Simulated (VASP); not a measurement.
# Gd in VASP: density of states with PBE+U

Aim: the density of states of Gd with PBE+U.

All numbers are computed with VASP 6.6.1; they aren't measurements. Logs are shortened: lines on timing, memory, paths and dates and some standing lists are left out, and cuts for length are marked.

**1. The cell of the first run**

The cell holds a slab with vacuum, 2 atoms: a = 5.458 Å, b = 5.458 Å, c = 11.626 Å, α = 90.00°, β = 90.00°, γ = 90.96°.

**2. Density of states, PBE+U, collinear spin, ferromagnetic start**

File POSCAR:

```
Gd
1.0
   -3.8266612600     -3.8912601200      0.0000000000
   -3.8266612600      3.8912601200      0.0000000000
    0.0000000000      0.0000000000    -11.6258040100
Gd
2
Direct
    0.0000000000      0.5000000000      0.5000000000
    0.5000000000      0.0000000000      0.5000000000
```

File INCAR.step1:

```
SYSTEM = Gd
PREC     = Accurate       ! precision mode
ENCUT    = 520            ! plane-wave cutoff, eV
EDIFF    = 1E-6           ! SCF threshold, eV
ISMEAR   = 0              ! smearing method
SIGMA    = 0.0849         ! smearing width, eV
LREAL    = .False.        ! projectors in reciprocal space
LASPH    = .True.         ! aspherical terms in the spheres
NELM     = 150            ! most SCF steps
ALGO     = Normal         ! electronic algorithm
ISIF     = 2              ! what is computed and relaxed
LWAVE    = .False.        ! write WAVECAR
LCHARG   = .True.         ! write CHGCAR
ISPIN    = 2              ! spin polarisation
MAGMOM   = 8.56 8.56      ! initial moments
LMAXMIX  = 6              ! l up to which the mixer works
LDAU     = .True.         ! DFT+U
LDAUTYPE = 2            
LDAUL    = 3              ! shell
LDAUU    = 2.45           ! U, eV
LDAUJ    = 0            
LDAUPRINT= 1            
GGA      = PE             ! functional
NBANDS   = 29             ! bands
```

File KPOINTS.step1:

```
regular mesh
0
Gamma
  4 4 2
  0 0 0
```

File INCAR.step2:

```
SYSTEM = Gd
PREC     = Accurate       ! precision mode
ENCUT    = 520            ! plane-wave cutoff, eV
EDIFF    = 1E-6           ! SCF threshold, eV
ISMEAR   = -5             ! smearing method
SIGMA    = 0.0849         ! smearing width, eV
LREAL    = .False.        ! projectors in reciprocal space
LASPH    = .True.         ! aspherical terms in the spheres
NELM     = 150            ! most SCF steps
ALGO     = Normal         ! electronic algorithm
ISIF     = 2              ! what is computed and relaxed
LWAVE    = .False.        ! write WAVECAR
LCHARG   = .False.        ! write CHGCAR
ISPIN    = 2              ! spin polarisation
MAGMOM   = 8.56 8.56      ! initial moments
LORBIT   = 11             ! projections on sites
LMAXMIX  = 6              ! l up to which the mixer works
LDAU     = .True.         ! DFT+U
LDAUTYPE = 2            
LDAUL    = 3              ! shell
LDAUU    = 2.45           ! U, eV
LDAUJ    = 0            
LDAUPRINT= 1            
GGA      = PE             ! functional
NBANDS   = 29             ! bands
NEDOS    = 1001           ! points of the DOS
ICHARG   = 11             ! starting density
```

File KPOINTS.step2:

```
regular mesh
0
Gamma
  6 6 3
  0 0 0
```

Potentials or basis: VASP PAW PBE potentials, release 64 (Gd).

The run is started by

```sh
> cat potpaw_PBE.64/Gd/POTCAR > POTCAR
> cp INCAR.step1 INCAR
> cp KPOINTS.step1 KPOINTS
> mpirun -np 1 vasp_std > vasp.out
> cp INCAR.step2 INCAR
> cp KPOINTS.step2 KPOINTS
> mpirun -np 1 vasp_std > vasp.out
```

OUTCAR:

```text
SYSTEM = Gd
   PREC = Accurate
   ENCUT = 520
   EDIFF = 1E-6
   ISMEAR = -5
   LREAL = .False.
   LASPH = .True.
   NELM = 150
   ISIF = 2
   ISPIN = 2
   LORBIT = 11
   GGA = PE
   ICHARG = 11

 ion  position               nearest neighbor table
   1  0.000  0.500  0.500-
   2  0.500  0.000  0.500-

  LATTYP: Found a base centered orthorhombic cell.
 ALAT       =     7.6533225200
 B/A-ratio  =     1.0168812590
 C/A-ratio  =     1.5190531929

  Lattice vectors:

 A1 = (  -3.8266612600,  -3.8912601200,   0.0000000000)
 A2 = (  -3.8266612600,   3.8912601200,   0.0000000000)
 A3 = (   0.0000000000,   0.0000000000, -11.6258040100)

Analysis of symmetry for initial positions (statically):
=====================================================================
 Subroutine PRICEL returns following result:

  LATTYP: Found a simple orthorhombic cell.
 ALAT       =     3.8266612600
 B/A-ratio  =     1.0168812590
 C/A-ratio  =     3.0381063857
[... 12 lines left out ...]
 Subroutine GETGRP returns: Found  8 space group operations
 (whereof  8 operations were pure point group operations)
 out of a pool of  8 trial point group operations.

The static configuration has the point symmetry D_2h.

Analysis of symmetry for dynamics (positions and initial velocities):
=====================================================================
 Subroutine PRICEL returns following result:

  LATTYP: Found a simple orthorhombic cell.
 ALAT       =     3.8266612600
 B/A-ratio  =     1.0168812590
 C/A-ratio  =     3.0381063857
[... 256 lines left out ...]
  o =  0.0055  v =  0.0000  0.0000  0.0000  0.0000  0.0000  0.0000  0.0000  0.0000 -0.0000 -0.0000  0.0000 -0.9662 -0.0000 -0.2578      0.0000  0.0000  0.0000  0.0000  0.0000  0.0000  0.0000  0.0000  0.0000  0.0000  0.0000  0.0000  0.0000  0.0000
  o =  0.0073  v =  0.0000  0.0000  0.0000  0.0000  0.0000  0.0000  0.0000 -0.2200  0.0000  0.9755  0.0000 -0.0000  0.0000  0.0000      0.0000  0.0000  0.0000  0.0000  0.0000  0.0000  0.0000  0.0000  0.0000  0.0000  0.0000  0.0000  0.0000  0.0000
  o =  0.9894  v =  0.0000 -0.0000  0.0000 -0.0170  0.0000  0.9999 -0.0000  0.0000  0.0000  0.0000  0.0000  0.0000  0.0000  0.0000      0.0000  0.0000  0.0000  0.0000  0.0000  0.0000  0.0000  0.0000  0.0000  0.0000  0.0000  0.0000  0.0000  0.0000
  o =  0.9896  v =  0.0000 -0.0000 -0.0000  0.0000  0.6341 -0.0000 -0.7732  0.0000  0.0000  0.0000  0.0000  0.0000  0.0000  0.0000      0.0000  0.0000  0.0000  0.0000  0.0000  0.0000  0.0000  0.0000  0.0000  0.0000  0.0000  0.0000  0.0000  0.0000
  o =  0.9896  v =  0.8343 -0.0000  0.5513  0.0000  0.0000 -0.0000 -0.0000  0.0000  0.0000  0.0000  0.0000  0.0000  0.0000  0.0000      0.0000  0.0000  0.0000  0.0000  0.0000  0.0000  0.0000  0.0000  0.0000  0.0000  0.0000  0.0000  0.0000  0.0000
  o =  0.9899  v =  0.0000  1.0000  0.0000  0.0000  0.0000  0.0000  0.0000  0.0000  0.0000  0.0000  0.0000  0.0000  0.0000  0.0000      0.0000  0.0000  0.0000  0.0000  0.0000  0.0000  0.0000  0.0000  0.0000  0.0000  0.0000  0.0000  0.0000  0.0000
  o =  0.9899  v =  0.5513  0.0000 -0.8343 -0.0000 -0.0000  0.0000  0.0000  0.0000  0.0000  0.0000  0.0000  0.0000  0.0000  0.0000      0.0000  0.0000  0.0000  0.0000  0.0000  0.0000  0.0000  0.0000  0.0000  0.0000  0.0000  0.0000  0.0000  0.0000
  o =  0.9899  v =  0.0000  0.0000 -0.0000  0.0000 -0.7732  0.0000 -0.6341  0.0000  0.0000  0.0000  0.0000  0.0000  0.0000  0.0000      0.0000  0.0000  0.0000  0.0000  0.0000  0.0000  0.0000  0.0000  0.0000  0.0000  0.0000  0.0000  0.0000  0.0000
  o =  0.9900  v =  0.0000  0.0000  0.0000 -0.9999 -0.0000 -0.0170 -0.0000  0.0000  0.0000  0.0000  0.0000  0.0000  0.0000  0.0000      0.0000  0.0000  0.0000  0.0000  0.0000  0.0000  0.0000  0.0000  0.0000  0.0000  0.0000  0.0000  0.0000  0.0000

 number of electron      36.0000025 magnetization      16.8941103

 Free energy of the ion-electron system (eV)
  ---------------------------------------------------
  ext. energy  EPLUGINS =         0.00000000
  ---------------------------------------------------
  free energy    TOTEN  =       -18.98831889 eV

  energy without entropy =      -18.98831889  energy(sigma->0) =      -18.98831889

 E-fermi :  -1.7319     XC(G=0):  -3.5883

 val. band max:       -1.7233272194   @ k =   0.1667   0.0000   0.0000
 cond. band min:      -1.7307611324   @ k =   0.3333   0.1667   0.0000
 fundamental gap:     -0.0074339130
 Fermi energy:        -1.7319020035

 spin component 1

 k-point     1 :       0.0000    0.0000    0.0000
  band No.  band energies     occupation
      1     -48.5732      1.00000
      2     -48.5581      1.00000
      3     -26.0192      1.00000
      4     -25.9868      1.00000
      5     -25.8562      1.00000
      6     -25.8469      1.00000
[... 1529 lines left out ...]
     28      -0.4845      0.00000
     29      -0.0510      0.00000

 [... further k-points ...]
[... 5 lines left out ...]
  --------------------------------------------------------------------------------------
  -------------------------------------------------------------------------------------
  Total       -3.9039699     -3.6428834     -0.0532284     -0.0000000      0.0000000      0.0000000
  in kB      -18.0656574    -16.8574771     -0.2463149     -0.0000000      0.0000000      0.0000000
  external PRESSURE =     -11.7231498 kB  Pullay stress =       0.0000000 kB

 VOLUME and BASIS-vectors are now :
 -----------------------------------------------------------------------------
  energy-cutoff  :      520.00
  volume of cell :      346.23
      direct lattice vectors                 reciprocal lattice vectors
    -3.826661260 -3.891260120  0.000000000    -0.130662206 -0.128493081  0.000000000
    -3.826661260  3.891260120  0.000000000    -0.130662206  0.128493081  0.000000000
     0.000000000  0.000000000-11.625804010     0.000000000  0.000000000 -0.086015556

 POSITION                                       TOTAL-FORCE (eV/Angst)
 -----------------------------------------------------------------------------------
     -1.91333      1.94563     -5.81290         0.000000     -0.000000      0.000000
     -1.91333     -1.94563     -5.81290         0.000000      0.000000      0.000000
 -----------------------------------------------------------------------------------
    total drift:                               -0.000000     -0.000000      0.000000

  FREE ENERGIE OF THE ION-ELECTRON SYSTEM (eV)
  ---------------------------------------------------
  free  energy   TOTEN  =       -18.9883188950 eV

  energy  without entropy=      -18.9883188950  energy(sigma->0) =      -18.98831889

 total charge

# of ion       s       p       d       f       tot
--------------------------------------------------
    1        2.073   5.544   0.533   6.959  15.109
    2        2.073   5.544   0.533   6.959  15.109
--------------------------------------------------
tot          4.147  11.088   1.065  13.919  30.218

 magnetization (x)

# of ion       s       p       d       f       tot
--------------------------------------------------
    1        0.010  -0.072   0.463   6.887   7.288
    2        0.010  -0.072   0.463   6.887   7.288
--------------------------------------------------
tot          0.020  -0.144   0.925  13.774  14.575
```

Wall time 33 min (1 thread of Intel Xeon Platinum 8259CL at 2.50GHz (Skylake/Cascade Lake), shared host); peak memory 0.74 GiB.

Results:

* Net moment: 16.89 μB per cell
* Site moments: Gd +7.29 μB
* Valence electrons inside the program's atomic spheres: Gd 15.11

Eigenvalues of the final occupation matrices:
| site | spin | trace | eigenvalues |
| --- | --- | --- | --- |
| site 1 f | 1 | 6.93 | 0.99 0.99 0.99 0.99 0.99 0.99 0.99 |
| site 1 f | 2 | 0.02 | 0.00 0.00 0.00 0.00 0.00 0.01 0.01 |
| site 2 f | 1 | 6.93 | 0.99 0.99 0.99 0.99 0.99 0.99 0.99 |
| site 2 f | 2 | 0.02 | 0.00 0.00 0.00 0.00 0.00 0.01 0.01 |

Caveat: spin-orbit coupling is left out, which moves the levels of the heavy elements; tetrahedron occupations give inexact forces and stress in metals.
